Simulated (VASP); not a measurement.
The system is Li6CaN2.

```
CELL_PARAMETERS angstrom
5.18170 0.00000 0.00000
-2.59085 4.48748 0.00000
0.00000 0.00000 5.04473
ATOMIC_POSITIONS crystal
Li 0.00935 0.56706 0.27528
Li 0.43294 0.44230 0.27528
Li 0.55770 0.99065 0.27528
Li 0.00935 0.44230 0.72472
Li 0.55770 0.56706 0.72472
Li 0.43294 0.99065 0.72472
Ca 0.00000 0.00000 0.00000
N 0.33333 0.66667 0.50000
N 0.66667 0.33333 0.00000
```

The cell was built from a structure type or drawn by symmetry, and may not be a known phase.

```yaml
Program: VASP 6.6.1
Task: relaxation of cell and atoms
Functional: PBE
Potentials_or_basis: VASP PAW PBE potentials, release 64 (Li_sv, Ca_sv, N)
Cutoff: 600 eV
k_mesh: 6 × 6 × 4
Occupations: gaussian, width 0.1 eV
Spin: no spin polarisation
```

At the start: pressure 4.2 GPa; volume 13.03 Å³/atom.

Q: Where does the relaxation end?

A: Over 10 steps the energy falls by 74.8 meV/atom and the volume is 14.65 Å³/atom (+12.4 %); space group P312 (No. 149, to 0.1 Å) before, P-6m2 (No. 187, to 0.1 Å).

Step by step:
```
step  energy change (eV)  largest force (eV/Å)  pressure (GPa)  volume (Å³)
   1              0.0000                0.5799            4.18       117.30
   2             -0.1915                0.4445            1.81       123.17
   3             -0.2894                0.4263           -0.90       132.33
   4             -0.3677                0.3770           -0.85       132.57
   5             -0.5423                0.2646           -0.72       133.26
   6             -0.6282                0.1789           -0.78       134.51
   7             -0.6382                0.1827           -0.73       134.23
   8             -0.6686                0.0314            0.45       130.05
   9             -0.6687                0.0361            0.36       130.34
  10             -0.6730                0.0144           -0.05       131.86
```

Final structure:
```
Li Ca N
1.0
     5.46692    0.00000    0.00000
    -2.73346    4.73450    0.00000
     0.00000    0.00000    5.09457
Li Ca N
6 1 2
Direct
  0.00381 0.50166 0.26065
  0.49834 0.50214 0.26065
  0.49786 0.99619 0.26065
  0.00381 0.50214 0.73935
  0.49786 0.50166 0.73935
  0.49834 0.99619 0.73935
  0.00000 0.00000 0.00000
  0.33333 0.66667 0.50000
  0.66667 0.33333 0.00000
```

Caveat: the cutoff is under 1.25 times the usual one of these potentials, so pressure, stress and relaxed cells hold a basis-set (Pulay) error.
